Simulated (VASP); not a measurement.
# HfN (P4/mmm) in VASP: relaxation of cell and atoms with r2SCAN

Aim: the relaxation of cell and atoms of HfN with r2SCAN.

Everything below comes from runs of VASP 6.6.1. Logs are shortened: lines on timing, memory, paths and dates and some standing lists are left out, and cuts for length are marked.

**1. The cell of the first run**

It takes space group P4/mmm (No. 123, tetragonal). The conventional cell has a = 2.618 Å, b = 2.618 Å, c = 3.431 Å, α = 90.00°, β = 90.00°, γ = 90.00°. Within 3.5 Å of Hf (site symmetry 4/mmm) lie 8 N at 2.52 Å and 6 Hf at 2.62 to 3.43 Å. N (site symmetry 4/mmm) has 8 Hf at 2.52 Å and 6 N at 2.62 to 3.43 Å within 3.5 Å.

**2. Relaxation of cell and atoms, r2SCAN**

The input, POSCAR:

```
HfN
1.0
    2.6177663832      0.0000000000      0.0000000000
    0.0000000000      2.6177663832      0.0000000000
    0.0000000000      0.0000000000      3.4311437951
Hf N
1 1
Direct
    0.5000000000      0.5000000000      0.5000000000
    0.0000000000      0.0000000000      0.0000000000
```

The input, INCAR.step1:

```
PREC = Accurate
ENCUT = 600
ISMEAR = 0
SIGMA = 0.1
LREAL = F
LASPH = T
NELM = 100
GGA = PE
ALGO = Normal
EDIFF = 1E-4
LWAVE = T
LCHARG = F
KPAR = 4
```

The input, INCAR.step2:

```
PREC = Accurate
ENCUT = 600
EDIFF = 1E-7
ISMEAR = 0
SIGMA = 0.1
LREAL = F
LASPH = T
NELM = 100
ALGO = Normal
ISIF = 3
LWAVE = F
LCHARG = F
METAGGA = R2SCAN
LMIXTAU = T
IBRION = 2
NSW = 100
EDIFFG = -0.01
ISTART = 1
KPAR = 4
```

The input, KPOINTS:

```
regular mesh
0
Gamma
  22 22 16
```

Potentials or basis: VASP PAW PBE potentials, release 64 (Hf_pv, N).

The run is started by

```console
$ cat potpaw_PBE.64/Hf_pv/POTCAR potpaw_PBE.64/N/POTCAR > POTCAR
$ cp INCAR.step1 INCAR
$ mpirun -np 4 vasp_std > vasp.out
$ cp INCAR.step2 INCAR
$ mpirun -np 4 vasp_std > vasp.out
```

OUTCAR:

```text
PREC = Accurate
   ENCUT = 600
   EDIFF = 1E-7
   ISMEAR = 0
   LREAL = F
   LASPH = T
   NELM = 100
   ISIF = 3
   METAGGA = R2SCAN
   IBRION = 2
   NSW = 100
   EDIFFG = -0.01
   ISTART = 1

 ion  position               nearest neighbor table
   1  0.500  0.500  0.500-   2 2.52   2 2.52   2 2.52   2 2.52   2 2.52   2 2.52   2 2.52   2 2.52

   2  0.000  0.000  0.000-   1 2.52   1 2.52   1 2.52   1 2.52   1 2.52   1 2.52   1 2.52   1 2.52

  LATTYP: Found a simple tetragonal cell.
 ALAT       =     2.6177663832
 C/A-ratio  =     1.3107142857

  Lattice vectors:

 A1 = (   2.6177663832,   0.0000000000,   0.0000000000)
 A2 = (   0.0000000000,   2.6177663832,   0.0000000000)
 A3 = (   0.0000000000,   0.0000000000,   3.4311437951)

Analysis of symmetry for initial positions (statically):
=====================================================================
 Subroutine PRICEL returns:
 Original cell was already a primitive cell.

 Routine SETGRP: Setting up the symmetry group for a
 simple tetragonal supercell.

 Subroutine GETGRP returns: Found 16 space group operations
 (whereof 16 operations were pure point group operations)
 out of a pool of 16 trial point group operations.

The static configuration has the point symmetry D_4h.

Analysis of symmetry for dynamics (positions and initial velocities):
=====================================================================
 Subroutine PRICEL returns:
 Original cell was already a primitive cell.

 Routine SETGRP: Setting up the symmetry group for a
 simple tetragonal supercell.

 Subroutine GETGRP returns: Found 16 space group operations
 (whereof 16 operations were pure point group operations)
 out of a pool of 16 trial point group operations.

The dynamic configuration has the point symmetry D_4h.

 Subroutine INISYM returns: Found 16 space group operations
 (whereof 16 operations are pure point group operations),
 and found     1 'primitive' translations

----------------------------------------------------------------------------------------

                                     Primitive cell

  volume of cell :      23.5126

  direct lattice vectors                    reciprocal lattice vectors
     2.617766383  0.000000000  0.000000000     0.382005058  0.000000000  0.000000000
     0.000000000  2.617766383  0.000000000     0.000000000  0.382005058  0.000000000
     0.000000000  0.000000000  3.431143795     0.000000000  0.000000000  0.291448001

  length of vectors
     2.617766383  2.617766383  3.431143795     0.382005058  0.382005058  0.291448001

  position of ions in fractional coordinates (direct lattice)
     0.500000000  0.500000000  0.500000000
     0.000000000  0.000000000  0.000000000

  ion indices of the primitive-cell ions
   primitive index   ion index
                 1           1
                 2           2

----------------------------------------------------------------------------------------

 KPOINTS: regular mesh

Automatic generation of k-mesh.
 Grid dimensions read from file:
 generate k-points for:   22   22   16

 Generating k-lattice:

  Cartesian coordinates                     Fractional coordinates (reciprocal lattice)
     0.017363866  0.000000000  0.000000000     0.045454545  0.000000000  0.000000000
     0.000000000  0.017363866  0.000000000     0.000000000  0.045454545  0.000000000
     0.000000000  0.000000000  0.018215500     0.000000000  0.000000000  0.062500000

  Length of vectors
     0.017363866  0.017363866  0.018215500

  Shift w.r.t. Gamma in fractional coordinates (k-lattice)
     0.000000000  0.000000000  0.000000000

 Subroutine IBZKPT returns following result:
 ===========================================

 Found    702 irreducible k-points:

 Following reciprocal coordinates:
            Coordinates               Weight
  0.000000  0.000000  0.000000      1.000000
  0.045455  0.000000  0.000000      4.000000
  0.090909  0.000000  0.000000      4.000000
  0.136364  0.000000  0.000000      4.000000
  0.181818  0.000000  0.000000      4.000000
  0.227273  0.000000  0.000000      4.000000
[... 16 lines left out ...]
  0.500000  0.045455  0.000000      4.000000
  0.090909  0.090909  0.000000      4.000000
 [... further k-points ...]
   k-points           NKPTS =    702   k-points in BZ     NKDIM =    702   number of bands    NBANDS=     11
   number of dos      NEDOS =    301   number of ions     NIONS =      2
   total plane-waves  NPLWV =  16128
   dimension x,y,z NGX =    24 NGY =   24 NGZ =   28
   dimension x,y,z NGXF=    48 NGYF=   48 NGZF=   56
   ions per type =               1   1
   NGX,Y,Z   is equivalent  to a cutoff of  15.24, 15.24, 13.57 a.u.
   NGXF,Y,Z  is equivalent  to a cutoff of  30.48, 30.48, 27.13 a.u.
 SYSTEM =  unknown system
   PREC   = accura    normal or accurate (medium, high low for compatibility)
   ISTART =      1    job   : 0-new  1-cont  2-samecut
   ICHARG =      0    charge: 1-file 2-atom 10-const
   ISPIN  =      1    spin polarized calculation?
   LNONCOLLINEAR =      F non collinear calculations
   LSORBIT =      F    spin-orbit coupling
   LASPH  =      T    aspherical Exc in radial PAW
   ENCUT  =  600.0 eV  44.10 Ry    6.64 a.u.   5.23  5.23  6.85*2*pi/ulx,y,z
   NELM   =    100;   NELMIN=  2; NELMDL=  0     # of ELM steps
   EDIFF  = 0.1E-06   stopping-criterion for ELM
   LREAL  =      F    real-space projection
   EDIFFG = -.1E-01   stopping-criterion for IOM
   NSW    =    100    number of steps for IOM
   IBRION =      2    ionic relax: 0-MD 1-quasi-New 2-CG
   NFREE  =      1    steps in history (QN), initial steepest desc. (CG)
   ISIF   =      3    stress and relaxation
   ISYM   =      2    0-nonsym 1-usesym 2-fastsym
   POTIM  = 0.5000    time-step for ionic-motion
   TEBEG  =    0.0;   TEEND  =   0.0 temperature during run
   PSTRESS=    0.0 pullay stress
   NELECT =      15.0000    total number of electrons
   NUPDOWN=      -1.0000    fix difference up-down
   EMIN   =  10.00;   EMAX   =-10.00  energy-range for DOS
   EFERMI =   0.00;   METHOD = LEGACY
   ISMEAR =     0;   SIGMA  =   0.10  broadening in eV -4-tet -1-fermi 0-gaus
   EFERMI_NEDOS =   21; number of points for ismear=-14 and -15
   IALGO  =     38    algorithm
   IMIX   =      4    mixing-type and parameters
     AMIX     =   0.40;   BMIX     =  1.00
     AMIX_MAG =   1.60;   BMIX_MAG =  1.00
  volume/ion in A,a.u.               =      11.76        79.34
  Fermi-wavevector in a.u.,A,eV,Ry     =   1.409305  2.663200 27.023087  1.986141
  Thomas-Fermi vector in A             =   2.531375
   LORBIT       =      0    0 simple, 1 ext, 2 COOP (PROOUT), +10 PAW based schemes
   METAGGA = R2SCAN    functional components
   LHFCALC =     F    Hartree Fock is set to
   AEXX    =    0.0000 exact exchange contribution
   IVDW    =     0    specifies the selected vdW correction
   LEPSILON=     F    determine dielectric tensor
   LRPA    =     F    only Hartree local field effects (RPA)
 conjugate gradient relaxation of ions
 non-spin polarized calculation
 Gauss-broadening in eV      SIGMA  =   0.10
  energy-cutoff  :      600.00
  volume of cell :       23.51
 maximum number of plane-waves:       812
 NGX is ok and might be reduce to    24
   NGX = 11   NGY = 11   NGZ = 13

--------------------------------------- Ionic step        1  -------------------------------------------

 number of electron      15.0000001 magnetization

 Free energy of the ion-electron system (eV)
  ---------------------------------------------------
  ext. energy  EPLUGINS =         0.00000000
  ---------------------------------------------------
  free energy    TOTEN  =       -54.22494384 eV

  energy without entropy =      -54.21951983  energy(sigma->0) =      -54.22223184

------------------------ aborting loop because EDIFF is reached ----------------------------------------

  FORCE on cell =-STRESS in cart. coord.  units (eV):
  Direction    XX          YY          ZZ          XY          YZ          ZX
  --------------------------------------------------------------------------------------
  -------------------------------------------------------------------------------------
  Total        6.2220305      6.2220305    -13.6678423      0.0000000      0.0000000      0.0000000
  in kB      423.9767372    423.9767372   -931.3434188      0.0000000      0.0000000      0.0000000
  external PRESSURE =     -27.7966481 kB  Pullay stress =       0.0000000 kB
[... 89 lines left out ...]
  FREE ENERGIE OF THE ION-ELECTRON SYSTEM (eV)
  ---------------------------------------------------
  free  energy   TOTEN  =       -56.1251066726 eV

  energy  without entropy=      -56.1211660355  energy(sigma->0) =      -56.12313635

[... ionic steps 4 to 8 ...]

--------------------------------------- Ionic step        9  -------------------------------------------

 number of electron      15.0000002 magnetization

------------------------ aborting loop because EDIFF is reached ----------------------------------------

  FORCE on cell =-STRESS in cart. coord.  units (eV):
  Direction    XX          YY          ZZ          XY          YZ          ZX
  --------------------------------------------------------------------------------------
  -------------------------------------------------------------------------------------
  Total       -0.1548487     -0.1548487      0.2612382      0.0000000      0.0000000      0.0000000
  in kB      -11.3623346    -11.3623346     19.1688772      0.0000000      0.0000000      0.0000000
  external PRESSURE =      -1.1852640 kB  Pullay stress =       0.0000000 kB
[... 57 lines left out ...]
  energy  without entropy=      -56.1682329688  energy(sigma->0) =      -56.17066653

--------------------------------------- Ionic step       11  -------------------------------------------

 number of electron      15.0000002 magnetization

 Free energy of the ion-electron system (eV)
  ---------------------------------------------------
  ext. energy  EPLUGINS =         0.00000000
  ---------------------------------------------------
  free energy    TOTEN  =       -56.17311330 eV

  energy without entropy =      -56.16825768  energy(sigma->0) =      -56.17068549

 E-fermi :   7.6523     XC(G=0): -13.9645

 val. band max:        7.6517482515   @ k =   0.3182   0.3182   0.0000
 cond. band min:       7.6544432614   @ k =   0.2727   0.0455   0.3750
 fundamental gap:      0.0026950098
 Fermi energy:         7.6522857258

 k-point     1 :       0.0000    0.0000    0.0000
  band No.  band energies     occupation
      1     -23.6385      2.00000
      2     -23.6385      2.00000
      3     -23.6333      2.00000
      4      -9.6284      2.00000
      5       5.1463      2.00000
      6       5.1470      2.00000
      7       6.4266      2.00000
      8       6.4266      2.00000
      9       6.4291      2.00000
     10      11.9648      0.00000
     11      14.4756      0.00000
[... 309 lines left out ...]
 k-point    24 :       0.0909    0.0909    0.0000
  band No.  band energies     occupation
      1     -23.7730      2.00000
      2     -23.7402      2.00000
      3     -23.6109      2.00000
      4      -9.3003      2.00000
      5       4.6671      2.00000
      6       4.7017      2.00000
      7       6.1372      2.00000
      8       6.1817      2.00000
      9       7.3248      2.00000
     10      12.7443      0.00000
     11      14.7171      0.00000

 [... further k-points ...]
[... 5 lines left out ...]
  --------------------------------------------------------------------------------------
  -------------------------------------------------------------------------------------
  Total        0.0027222      0.0027222      0.0039338      0.0000000     -0.0000000      0.0000000
  in kB        0.1998586      0.1998586      0.2888057      0.0000000     -0.0000000      0.0000000
  external PRESSURE =       0.2295076 kB  Pullay stress =       0.0000000 kB
[... 17 lines left out ...]
  FREE ENERGIE OF THE ION-ELECTRON SYSTEM (eV)
  ---------------------------------------------------
  free  energy   TOTEN  =       -56.1731133007 eV

  energy  without entropy=      -56.1682576771  energy(sigma->0) =      -56.17068549

 reached required accuracy - stopping structural energy minimisation
```

Run time: 53 min. Hardware: 4 MPI ranks of Oxide Virtual Turin-like, shared host; peak memory 0.37 GiB.

What came out:

| Item | Value |
| --- | --- |
| Free energy | -56.1731 eV |
| Relaxed volume | 10.91 Å³/atom |
| Relaxed cell | a = 2.795 Å, b = 2.795 Å, c = 2.794 Å, α = 90.00°, β = 90.00°, γ = 90.00° |
| Space group after relaxing (to 0.1 Å) | Pm-3m (No. 221) |
| Energy gained by relaxing | 974.1 meV/atom |
| Ionic steps | 11 |
| Pressure after relaxing | 0.0 GPa |
| Band gap on the k mesh | zero (an odd number of electrons rules out a gap without spin polarisation) |

The path:
| step | energy change (eV) | largest force (eV/Å) | pressure (GPa) | volume (Å³) |
| --- | --- | --- | --- | --- |
| 1 | 0.0000 | 0.0000 | -2.78 | 23.51 |
| 2 | 0.5319 | 0.0000 | 34.00 | 20.85 |
| 3 | -1.9002 | 0.0000 | -9.84 | 22.76 |
| 4 | -1.9209 | 0.0000 | -9.08 | 22.67 |
| 5 | -1.9270 | 0.0000 | -8.50 | 22.60 |
| 6 | -1.9280 | 0.0000 | -8.20 | 22.57 |
| 7 | -1.9105 | 0.0000 | 12.57 | 20.89 |
| 8 | -1.9472 | 0.0000 | -0.29 | 21.85 |
| 9 | -1.9472 | 0.0000 | -0.12 | 21.83 |
| 10 | -1.9482 | 0.0000 | 0.04 | 21.82 |
| 11 | -1.9482 | 0.0000 | 0.02 | 21.82 |

Final structure:
```
Hf N
1.0
     2.79477    0.00000    0.00000
     0.00000    2.79477    0.00000
     0.00000    0.00000    2.79395
Hf N
1 1
Direct
  0.50000 0.50000 0.50000
  0.00000 0.00000 0.00000
```

Levels at points of the mesh, in eV from the Fermi level:
| k point | band 5 | band 6 | band 7 | band 8 | band 9 | band 10 | band 11 |
| --- | --- | --- | --- | --- | --- | --- | --- |
| (0.00, 0.00, 0.00) | -2.51 | -2.51 | -1.23 | -1.23 | -1.22 | 4.31 | 6.82 |
| (0.50, 0.00, 0.00) | -8.10 | -2.87 | -2.86 | -1.24 | 6.14 | 7.49 | 7.77 |
| (0.50, 0.50, 0.00) | -4.31 | -4.31 | -1.31 | -0.64 | 3.06 | 3.42 | 3.42 |
| (0.00, 0.00, 0.50) | -8.10 | -2.87 | -2.87 | -1.23 | 6.15 | 7.77 | 7.77 |
| (0.50, 0.00, 0.50) | -4.31 | -4.31 | -1.30 | -0.65 | 3.06 | 3.42 | 3.42 |
| (0.50, 0.50, 0.50) | -7.26 | -7.25 | -7.25 | 8.55 | 8.55 | 8.55 | 9.95 |

Caveat: a cell axis changed by over 15 % at a fixed basis, so the end point is rough; the PAW data sets were made with another functional, which shifts forces and pressure a little; spin-orbit coupling is left out, which moves the levels of the heavy elements.
